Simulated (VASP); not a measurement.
# Ti (Fd-3m) in VASP: a series of runs

Ti is run at these levels: PBEsol; tasks: single point.

Program: VASP 6.6.1. These are calculated values, not measurements. Logs are shortened: lines on timing, memory, paths and dates and some standing lists are left out, and cuts for length are marked.

## 1. The cell of the first run

Symmetry: Fd-3m, No. 227, cubic system. Conventional cell: a = 5.534 Å, b = 5.534 Å, c = 5.534 Å, α = 90.00°, β = 90.00°, γ = 90.00°. Ti (site symmetry -43m) has 4 Ti at 2.40 Å within 3.2 Å.

## 2. Single point, PBEsol

Contents of INCAR:

```
SYSTEM = Ti
  ALGO = Normal
  EDIFF = 1E-6
  ENCUT = 520
  GGA = PS
  ISIF = 2
  ISMEAR = -1
  LASPH = .True.
  LCHARG = .False.
  LREAL = .False.
  LWAVE = .False.
  NBANDS = 19
  NELM = 100
  PREC = Accurate
  SIGMA = 0.1
```

Contents of KPOINTS:

```
k-points
0
Gamma
  10 10 10
  0 0 0
```

Contents of POSCAR:

```
Ti
1.0
    0.0000000000      2.7668654380      2.7668654380
    2.7668654380      0.0000000000      2.7668654380
    2.7668654380      2.7668654380      0.0000000000
Ti
2
Direct
    0.1250000000      0.1250000000      0.1250000000
    0.8750000000      0.8750000000      0.8750000000
```

Potentials or basis: VASP PAW PBE potentials, release 64 (Ti_sv).

Run with:

```console
$ cat potpaw_PBE.64/Ti_sv/POTCAR > POTCAR
$ mpirun -np 1 vasp_std > vasp.out
```

OUTCAR:

```text
SYSTEM = Ti
   EDIFF = 1E-6
   ENCUT = 520
   GGA = PS
   ISIF = 2
   ISMEAR = -1
   LASPH = .True.
   LREAL = .False.
   NELM = 100
   PREC = Accurate

 ion  position               nearest neighbor table
   1  0.125  0.125  0.125-   2 2.40   2 2.40   2 2.40   2 2.40
   2  0.875  0.875  0.875-   1 2.40   1 2.40   1 2.40   1 2.40

  LATTYP: Found a face centered cubic cell.
 ALAT       =     5.5337308760

  Lattice vectors:

 A1 = (   0.0000000000,   2.7668654380,   2.7668654380)
 A2 = (   2.7668654380,   0.0000000000,   2.7668654380)
 A3 = (   2.7668654380,   2.7668654380,   0.0000000000)

Analysis of symmetry for initial positions (statically):
=====================================================================
 Subroutine PRICEL returns:
 Original cell was already a primitive cell.

 Routine SETGRP: Setting up the symmetry group for a
 face centered cubic supercell.

 Subroutine GETGRP returns: Found 48 space group operations
 (whereof 12 operations were pure point group operations)
 out of a pool of 48 trial point group operations.

The static configuration has the point symmetry D_3d.
 The point group associated with its full space group is O_h .

Analysis of symmetry for dynamics (positions and initial velocities):
=====================================================================
 Subroutine PRICEL returns:
 Original cell was already a primitive cell.

 Routine SETGRP: Setting up the symmetry group for a
 face centered cubic supercell.

 Subroutine GETGRP returns: Found 48 space group operations
 (whereof 12 operations were pure point group operations)
 out of a pool of 48 trial point group operations.

The dynamic configuration has the point symmetry D_3d.
 The point group associated with its full space group is O_h .

 Subroutine INISYM returns: Found 48 space group operations
 (whereof 12 operations are pure point group operations),
 and found     1 'primitive' translations

----------------------------------------------------------------------------------------

                                     Primitive cell

  volume of cell :      42.3637

  direct lattice vectors                    reciprocal lattice vectors
     0.000000000  2.766865438  2.766865438    -0.180709908  0.180709908  0.180709908
     2.766865438  0.000000000  2.766865438     0.180709908 -0.180709908  0.180709908
     2.766865438  2.766865438  0.000000000     0.180709908  0.180709908 -0.180709908

  length of vectors
     3.912938628  3.912938628  3.912938628     0.312998743  0.312998743  0.312998743

  position of ions in fractional coordinates (direct lattice)
     0.125000000  0.125000000  0.125000000
     0.875000000  0.875000000  0.875000000

  ion indices of the primitive-cell ions
   primitive index   ion index
                 1           1
                 2           2

----------------------------------------------------------------------------------------

 KPOINTS: k-points

Automatic generation of k-mesh.
 Grid dimensions read from file:
 generate k-points for:   10   10   10

 Generating k-lattice:

  Cartesian coordinates                     Fractional coordinates (reciprocal lattice)
    -0.018070991  0.018070991  0.018070991     0.100000000  0.000000000  0.000000000
     0.018070991 -0.018070991  0.018070991     0.000000000  0.100000000  0.000000000
     0.018070991  0.018070991 -0.018070991     0.000000000  0.000000000  0.100000000

  Length of vectors
     0.031299874  0.031299874  0.031299874

  Shift w.r.t. Gamma in fractional coordinates (k-lattice)
     0.000000000  0.000000000  0.000000000

 Subroutine IBZKPT returns following result:
 ===========================================

 Found     47 irreducible k-points:

 Following reciprocal coordinates:
            Coordinates               Weight
  0.000000  0.000000  0.000000      1.000000
  0.100000  0.000000  0.000000      8.000000
  0.200000  0.000000  0.000000      8.000000
  0.300000  0.000000  0.000000      8.000000
  0.400000  0.000000  0.000000      8.000000
  0.500000  0.000000  0.000000      4.000000
[... 16 lines left out ...]
  0.300000  0.300000  0.000000      6.000000
  0.400000  0.300000  0.000000     24.000000
 [... further k-points ...]
   k-points           NKPTS =     47   k-points in BZ     NKDIM =     47   number of bands    NBANDS=     19
   number of dos      NEDOS =    301   number of ions     NIONS =      2
   total plane-waves  NPLWV =  27000
   dimension x,y,z NGX =    30 NGY =   30 NGZ =   30
   dimension x,y,z NGXF=    60 NGYF=   60 NGZF=   60
   ions per type =               2
   NGX,Y,Z   is equivalent  to a cutoff of  12.75, 12.75, 12.75 a.u.
   NGXF,Y,Z  is equivalent  to a cutoff of  25.49, 25.49, 25.49 a.u.
 SYSTEM =  Ti
   PREC   = accura    normal or accurate (medium, high low for compatibility)
   ISTART =      0    job   : 0-new  1-cont  2-samecut
   ICHARG =      2    charge: 1-file 2-atom 10-const
   ISPIN  =      1    spin polarized calculation?
   LNONCOLLINEAR =      F non collinear calculations
   LSORBIT =      F    spin-orbit coupling
   LASPH  =      T    aspherical Exc in radial PAW
   ENCUT  =  520.0 eV  38.22 Ry    6.18 a.u.   7.28  7.28  7.28*2*pi/ulx,y,z
   NELM   =    100;   NELMIN=  2; NELMDL= -5     # of ELM steps
   EDIFF  = 0.1E-05   stopping-criterion for ELM
   LREAL  =      F    real-space projection
   EDIFFG = 0.1E-04   stopping-criterion for IOM
   NSW    =      0    number of steps for IOM
   IBRION =     -1    ionic relax: 0-MD 1-quasi-New 2-CG
   NFREE  =      0    steps in history (QN), initial steepest desc. (CG)
   ISIF   =      2    stress and relaxation
   ISYM   =      2    0-nonsym 1-usesym 2-fastsym
   POTIM  = 0.5000    time-step for ionic-motion
   TEBEG  =    0.0;   TEEND  =   0.0 temperature during run
   PSTRESS=    0.0 pullay stress
   NELECT =      24.0000    total number of electrons
   NUPDOWN=      -1.0000    fix difference up-down
   EMIN   =  10.00;   EMAX   =-10.00  energy-range for DOS
   EFERMI =   0.00;   METHOD = LEGACY
   ISMEAR =    -1;   SIGMA  =   0.10  broadening in eV -4-tet -1-fermi 0-gaus
   EFERMI_NEDOS =   21; number of points for ismear=-14 and -15
   IALGO  =     38    algorithm
   IMIX   =      4    mixing-type and parameters
     AMIX     =   0.40;   BMIX     =  1.00
     AMIX_MAG =   1.60;   BMIX_MAG =  1.00
  volume/ion in A,a.u.               =      21.18       142.94
  Fermi-wavevector in a.u.,A,eV,Ry     =   1.354609  2.559839 24.966212  1.834965
  Thomas-Fermi vector in A             =   2.481766
   LORBIT       =      0    0 simple, 1 ext, 2 COOP (PROOUT), +10 PAW based schemes
   GGA     = PS    functional components
   LHFCALC =     F    Hartree Fock is set to
   AEXX    =    0.0000 exact exchange contribution
   IVDW    =     0    specifies the selected vdW correction
   LEPSILON=     F    determine dielectric tensor
   LRPA    =     F    only Hartree local field effects (RPA)
 non-spin polarized calculation
  energy-cutoff  :      520.00
  volume of cell :       42.36
 maximum number of plane-waves:      1159
 NGX is ok and might be reduce to    30
   NGX = 15   NGY = 15   NGZ = 15

 number of electron      24.0000000 magnetization

 Free energy of the ion-electron system (eV)
  ---------------------------------------------------
  ext. energy  EPLUGINS =         0.00000000
  ---------------------------------------------------
  free energy    TOTEN  =       -12.00740351 eV

  energy without entropy =      -11.81352275  energy(sigma->0) =      -11.91046313

 E-fermi :   5.8859     XC(G=0): -10.4230

 val. band max:        5.8670708138   @ k =   0.3000   0.0000   0.0000
 cond. band min:       5.8864065104   @ k =   0.3000   0.3000   0.0000
 fundamental gap:      0.0193356966
 Fermi energy:         5.8859381591

 k-point     1 :       0.0000    0.0000    0.0000
  band No.  band energies     occupation
      1     -50.5816      2.00000
      2     -49.9290      2.00000
      3     -27.1526      2.00000
      4     -27.1526      2.00000
      5     -27.1526      2.00000
      6     -26.2623      2.00000
[... 11 lines left out ...]
     18      10.1256      0.00000
     19      10.1256      0.00000

 k-point     2 :       0.1000    0.0000    0.0000
  band No.  band energies     occupation
      1     -50.5700      2.00000
      2     -49.9412      2.00000
      3     -27.1646      2.00000
      4     -27.1646      2.00000
      5     -27.1538      2.00000
      6     -26.2628      2.00000
[... 11 lines left out ...]
     18      10.1141      0.00000
     19      10.1141      0.00000

 k-point     3 :       0.2000    0.0000    0.0000
  band No.  band energies     occupation
      1     -50.5373      2.00000
      2     -49.9757      2.00000
      3     -27.1946      2.00000
      4     -27.1946      2.00000
      5     -27.1576      2.00000
      6     -26.2633      2.00000
[... 11 lines left out ...]
     18      10.0671      0.00000
     19      10.0671      0.00000

 k-point     4 :       0.3000    0.0000    0.0000
  band No.  band energies     occupation
      1     -50.4902      2.00000
      2     -50.0248      2.00000
      3     -27.2291      2.00000
      4     -27.2291      2.00000
      5     -27.1637      2.00000
      6     -26.2623      2.00000
[... 11 lines left out ...]
     18       9.9559      0.00000
     19       9.9559      0.00000

 k-point     5 :       0.4000    0.0000    0.0000
  band No.  band energies     occupation
      1     -50.4432      2.00000
      2     -50.0735      2.00000
      3     -27.2554      2.00000
      4     -27.2554      2.00000
      5     -27.1699      2.00000
      6     -26.2602      2.00000
[... 11 lines left out ...]
     18       9.7712      0.00000
     19       9.7712      0.00000
[... 334 lines left out ...]
      2     -50.0957      2.00000
      3     -27.3572      2.00000
      4     -27.2654      2.00000
      5     -27.0320      2.00000
      6     -26.3873      2.00000
[... 11 lines left out ...]
     18       9.0093      0.00000
     19      10.2313      0.00000

 k-point    22 :      -0.2000    0.2000    0.0000
  band No.  band energies     occupation
      1     -50.4713      2.00000
      2     -50.0445      2.00000
      3     -27.3142      2.00000
      4     -27.2303      2.00000
      5     -27.0784      2.00000
      6     -26.3414      2.00000
[... 11 lines left out ...]
     18       9.3643      0.00000
     19      10.2883      0.00000

 k-point    23 :       0.3000    0.3000    0.0000
  band No.  band energies     occupation
      1     -50.4500      2.00000
      2     -50.0666      2.00000
      3     -27.3113      2.00000
      4     -27.3113      2.00000
      5     -26.9743      2.00000
      6     -26.4572      2.00000
[... 11 lines left out ...]
     18       9.0173      0.00000
     19      10.2818      0.00000

 k-point    24 :       0.4000    0.3000    0.0000
  band No.  band energies     occupation
      1     -50.4035      2.00000
      2     -50.1144      2.00000
      3     -27.3460      2.00000
      4     -27.3359      2.00000
      5     -26.9217      2.00000
      6     -26.5103      2.00000
[... 11 lines left out ...]
     18       8.9731      0.00000
     19      10.2494      0.00000

 [... further k-points ...]

------------------------ aborting loop because EDIFF is reached ----------------------------------------

  FORCE on cell =-STRESS in cart. coord.  units (eV):
  Direction    XX          YY          ZZ          XY          YZ          ZX
  --------------------------------------------------------------------------------------
  -------------------------------------------------------------------------------------
  Total        0.0537036      0.0537036      0.0537036     -0.0000000     -0.0000000      0.0000000
  in kB        2.0310462      2.0310462      2.0310462     -0.0000000     -0.0000000      0.0000000
  external PRESSURE =       2.0310462 kB  Pullay stress =       0.0000000 kB

 VOLUME and BASIS-vectors are now :
 -----------------------------------------------------------------------------
  energy-cutoff  :      520.00
  volume of cell :       42.36
      direct lattice vectors                 reciprocal lattice vectors
     0.000000000  2.766865438  2.766865438    -0.180709908  0.180709908  0.180709908
     2.766865438  0.000000000  2.766865438     0.180709908 -0.180709908  0.180709908
     2.766865438  2.766865438  0.000000000     0.180709908  0.180709908 -0.180709908

 POSITION                                       TOTAL-FORCE (eV/Angst)
 -----------------------------------------------------------------------------------
      0.69172      0.69172      0.69172        -0.000000      0.000000      0.000000
      4.84201      4.84201      4.84201         0.000000     -0.000000     -0.000000
 -----------------------------------------------------------------------------------
    total drift:                               -0.000000      0.000000      0.000000

  FREE ENERGIE OF THE ION-ELECTRON SYSTEM (eV)
  ---------------------------------------------------
  free  energy   TOTEN  =       -12.0074035137 eV

  energy  without entropy=      -11.8135227477  energy(sigma->0) =      -11.91046313
```

It took 35 s on 1 thread of Intel Xeon Platinum 8375C at 2.90GHz (Ice Lake), shared host; peak memory 0.18 GiB.

Results:

| Property | Result |
| --- | --- |
| Free energy | -12.0074 eV |
| Pressure | 0.2 GPa |
| Band gap on the k mesh | zero (band 12 reaches 5.98 eV, above the bottom of band 13 at 5.74 eV) |

Caveat: the PAW data sets were made with another functional, which shifts forces and pressure a little.

(Part 1 of 2 ends here.)
